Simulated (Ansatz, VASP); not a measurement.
## One calculation of Pt, two programs

Contents of INCAR:

```
SYSTEM = Pt
PREC = Accurate
ENCUT = 520
EDIFF = 1E-6
ISMEAR = -1
SIGMA = 0.05
LREAL = .FALSE.
LASPH = .TRUE.
NELM = 150
ALGO = Normal
ISIF = 2
LWAVE = .FALSE.
LCHARG = .FALSE.
ISPIN = 2
MAGMOM = 1
LORBIT = 11
LMAXMIX = 4
GGA = PE
NBANDS = 15
```

Contents of KPOINTS:

```
regular mesh
0
G
  22 22 22
  0 0 0
```

File POSCAR:

```
Pt
1.0
    0.0000000000      1.9304273670      1.9304273670
    1.9304273670      0.0000000000      1.9304273670
    1.9304273670      1.9304273670      0.0000000000
Pt
1
Direct
    0.0000000000      0.0000000000      0.0000000000
```

Input for Ansatz:

```yaml
crystal:
  lattice:
    - [0.0, 1.9304273648, 1.9304273648]
    - [1.9304273648, 0.0, 1.9304273648]
    - [1.9304273648, 1.9304273648, 0.0]
  atoms:
    - { symbol: Pt, position: [0.0, 0.0, 0.0], spin: 1.0 }
hamiltonian:
  xc: pbe
  pseudopotentials:
    kind: paw
    azcp:
      Pt: "pseudopotentials/Pt.paw.azcp"
basis:
  ecutwfc: 420
  fft_grid_basis: typed
kpoints:
  mp_grid: { grid: [22, 22, 22], shift: [0, 0, 0] }
magnetization:
  spin_polarized: true
scf:
  occupations: { method: fermi_dirac, width: 0.05 }
output:
  stress: true
```

Alike in both runs: task single point; functional PBE; k mesh 22 × 22 × 22; occupations fermi-dirac, width 0.05 eV; collinear spin.

```csv
,VASP,Ansatz
version,VASP 6.6.1,Ansatz 0.2.0
potentials or method,"VASP PAW PBE potentials, release 64 (Pt), cutoff 520 eV","plane waves (420 eV) with PAW, scalar-relativistic"
valence electrons in the cell,10,18
```

```tsv
	VASP	Ansatz	Ansatz less VASP
pressure (GPa)	25.5	26.1	+0.59
net moment per atom (μB)	0.00	0.00	0.000
```

VASP's potentials hold 10 valence electrons a cell and Ansatz's 18, so a difference there can come from the potentials and not from the codes. Ansatz's warnings: seeded moment not kept.

Neither program's run includes spin-orbit coupling.
